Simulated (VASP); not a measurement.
# Ni (Fm-3m) in VASP: further runs, part 2 of 2

VASP 6.6.1. The steps go on from the part before.

### 4 Single point, LDA, collinear spin, ferromagnetic start

Input file INCAR:

```
SYSTEM = Ni
PREC = Accurate
ENCUT = 520
EDIFF = 1E-6
ISMEAR = -1
SIGMA = 0.05
LREAL = .FALSE.
LASPH = .TRUE.
NELM = 150
ALGO = Normal
ISIF = 2
LWAVE = .FALSE.
LCHARG = .FALSE.
ISPIN = 2
MAGMOM = 0.607
LORBIT = 11
LMAXMIX = 4
NBANDS = 15
```

Input file KPOINTS:

```
regular mesh
0
G
  17 17 17
  0 0 0
```

Input file POSCAR:

```
Ni
1.0
    0.0000000000      1.7124646296      1.7124646296
    1.7124646296      0.0000000000      1.7124646296
    1.7124646296      1.7124646296      0.0000000000
Ni
1
Direct
    0.0000000000      0.0000000000      0.0000000000
```

Potentials or basis: VASP PAW LDA potentials, release 64 (Ni).

Launch:

```console
$ cat potpaw_LDA.64/Ni/POTCAR > POTCAR
$ mpirun -np 1 vasp_std > vasp.out
```

OUTCAR:

```text
SYSTEM = Ni
   PREC = Accurate
   ENCUT = 520
   EDIFF = 1E-6
   ISMEAR = -1
   LREAL = .FALSE.
   LASPH = .TRUE.
   NELM = 150
   ISIF = 2
   ISPIN = 2
   LORBIT = 11

 ion  position               nearest neighbor table
   1  0.000  0.000  0.000-

  LATTYP: Found a face centered cubic cell.
 ALAT       =     3.4249292592

  Lattice vectors:

 A1 = (   0.0000000000,   1.7124646296,   1.7124646296)
 A2 = (   1.7124646296,   0.0000000000,   1.7124646296)
 A3 = (   1.7124646296,   1.7124646296,   0.0000000000)

Analysis of symmetry for initial positions (statically):
=====================================================================
 Subroutine PRICEL returns:
 Original cell was already a primitive cell.

 Routine SETGRP: Setting up the symmetry group for a
 face centered cubic supercell.

 Subroutine GETGRP returns: Found 48 space group operations
 (whereof 48 operations were pure point group operations)
 out of a pool of 48 trial point group operations.

The static configuration has the point symmetry O_h .

Analysis of symmetry for dynamics (positions and initial velocities):
[... 632 lines left out ...]
     13      42.4836      0.00000
     14      45.2668      0.00000
[... 403 lines left out ...]
      4       8.4387      1.00000
      5       9.3177      1.00000
      6       9.5403      1.00000
      7      31.5845      0.00000
      8      34.2444      0.00000
      9      37.6502      0.00000
     10      39.8151      0.00000
     11      41.9391      0.00000
     12      43.0810      0.00000
     13      46.6448      0.00000
     14      46.6886      0.00000
     15      50.0910      0.00000

 [... further k-points ...]

------------------------ aborting loop because EDIFF is reached ----------------------------------------

  FORCE on cell =-STRESS in cart. coord.  units (eV):
  Direction    XX          YY          ZZ          XY          YZ          ZX
  --------------------------------------------------------------------------------------
  -------------------------------------------------------------------------------------
  Total       -0.0395564     -0.0395564     -0.0395564      0.0000000      0.0000000      0.0000000
  in kB       -6.3100433     -6.3100433     -6.3100433      0.0000000      0.0000000      0.0000000
  external PRESSURE =      -6.3100433 kB  Pullay stress =       0.0000000 kB

 VOLUME and BASIS-vectors are now :
 -----------------------------------------------------------------------------
  energy-cutoff  :      520.00
  volume of cell :       10.04
      direct lattice vectors                 reciprocal lattice vectors
     0.000000000  1.712464630  1.712464630    -0.291976833  0.291976833  0.291976833
     1.712464630  0.000000000  1.712464630     0.291976833 -0.291976833  0.291976833
     1.712464630  1.712464630  0.000000000     0.291976833  0.291976833 -0.291976833

 POSITION                                       TOTAL-FORCE (eV/Angst)
 -----------------------------------------------------------------------------------
      0.00000      0.00000      0.00000         0.000000      0.000000     -0.000000
 -----------------------------------------------------------------------------------
    total drift:                                0.000000      0.000000      0.000000

  FREE ENERGIE OF THE ION-ELECTRON SYSTEM (eV)
  ---------------------------------------------------
  free  energy   TOTEN  =        -6.5845439642 eV

  energy  without entropy=       -6.5688845762  energy(sigma->0) =       -6.57671427

 total charge

# of ion       s       p       d       tot
------------------------------------------
    1        0.534   0.570   8.369   9.473

 magnetization (x)

# of ion       s       p       d       tot
------------------------------------------
    1       -0.006  -0.019   0.572   0.547
```

OSZICAR:

```text
N       E                     dE             d eps       ncg     rms          rms(c)
DAV:   1     0.322270958119E+02    0.32227E+02   -0.42505E+03 10525   0.888E+02
DAV:   2    -0.629503336602E+01   -0.38522E+02   -0.35886E+02 11097   0.166E+02
DAV:   3    -0.769510840691E+01   -0.14001E+01   -0.13868E+01 12119   0.310E+01
DAV:   4    -0.770252309168E+01   -0.74147E-02   -0.74133E-02 12219   0.216E+00
DAV:   5    -0.770259190276E+01   -0.68811E-04   -0.68811E-04 12449   0.188E-01    0.110E+01
DAV:   6    -0.689437687482E+01    0.80822E+00   -0.13031E+01 14388   0.410E+01    0.552E+00
DAV:   7    -0.660819781158E+01    0.28618E+00   -0.20601E+00 12780   0.147E+01    0.212E+00
DAV:   8    -0.658754890365E+01    0.20649E-01   -0.25018E-02 13245   0.106E+00    0.877E-01
DAV:   9    -0.658516915050E+01    0.23798E-02   -0.12678E-03 16405   0.203E-01    0.265E-01
DAV:  10    -0.658457215430E+01    0.59700E-03   -0.42387E-04 16656   0.106E-01    0.495E-02
DAV:  11    -0.658454330229E+01    0.28852E-04   -0.70125E-05 14973   0.653E-02    0.235E-02
DAV:  12    -0.658454396423E+01   -0.66195E-06   -0.13185E-06 10205   0.119E-02
   1 F= -.65845440E+01 E0= -.65767143E+01  d E =-.156594E-01  mag=     0.5459
```

stdout:

```text
POSCAR found type information on POSCAR Ni
 POSCAR found :  1 types and       1 ions
 scaLAPACK will be used
 LDA part: xc-table for (Slater(with rela. corr.)+CA(PZ))
 , standard interpolation
 POSCAR, INCAR and KPOINTS ok, starting setup
 FFT: planning ... GRIDC
 FFT: planning ... GRID_SOFT
 FFT: planning ... GRID
 WAVECAR not read
 entering main loop
```

Wall time 39 s (1 thread of Intel Xeon 8259CL, shared host); peak memory 0.14 GiB.

What came out:

* Free energy: -6.5845 eV
* Pressure: -0.6 GPa
* Net moment: 0.55 μB per cell
* Site moments: Ni +0.55 μB
* Valence electrons inside the program's atomic spheres: Ni 9.47

Levels at points of the mesh, in eV from the Fermi level:
Spin up:
| k point | band 2 | band 3 | band 4 | band 5 | band 6 | band 7 | band 8 | band 9 |
| --- | --- | --- | --- | --- | --- | --- | --- | --- |
| (0.00, 0.00, 0.00) | -2.53 | -2.53 | -2.53 | -1.24 | -1.24 | 24.46 | 28.85 | 28.85 |
Spin down:
```
           k point  band 2  band 3  band 4  band 5  band 6  band 7  band 8  band 9
(0.00, 0.00, 0.00)   -1.97   -1.97   -1.97   -0.72   -0.72   24.44   28.89   28.89
```

### 5 Summary

```csv
k mesh,smearing,gap on the mesh (eV),pressure (GPa),moment (μB)
16 × 16 × 16,methfessel-paxton 0.6 eV,none,-0.5,0.54
16 × 16 × 16,methfessel-paxton 1 eV,none,-1.5,0.00
17 × 17 × 17,fermi-dirac 0.05 eV,none,-0.6,0.55
```

Alike in all rows: task single point; level LDA; potentials or basis VASP PAW LDA potentials, release 64 (Ni); spin collinear, ferromagnetic start; cell as given; cutoff (eV) 520.

Caveats: so wide a smearing shifts energies and pressures (at least some runs).

Absolute energies hang on the potentials; compare differences alone.
